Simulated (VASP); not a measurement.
Crystal: AlFe.

```
CELL_PARAMETERS angstrom
2.91000 0.00000 0.00000
0.00000 2.91000 0.00000
0.00000 0.00000 2.91000
ATOMIC_POSITIONS crystal
Al 0.00000 0.00000 0.00000
Fe 0.50000 0.50000 0.50000
```

Base run:

```yaml
Program: VASP 6.6.1
Functional: BLYP
Potentials_or_basis: VASP PAW PBE potentials, release 64 (Al, Fe)
Cutoff: 520 eV
k_mesh: 9 × 9 × 9
Occupations: fermi-dirac, width 0.15 eV
Spin: collinear spin, ferromagnetic start
Starting_moments: "[0.0, 2.4] μB"
```

Its results: pressure -0.9 GPa; net moment 0.57 μB per cell; site moments Al -0.02; Fe +0.61 μB.

Task: The run is repeated on the same cell with these changes: functional from BLYP to RPBE. What comes out?

Result: Pressure -1.8 GPa; net moment 0.69 μB per cell; site moments Al -0.03; Fe +0.74 μB.

Caveats: the PAW data sets were made with another functional, which shifts forces and pressure a little.
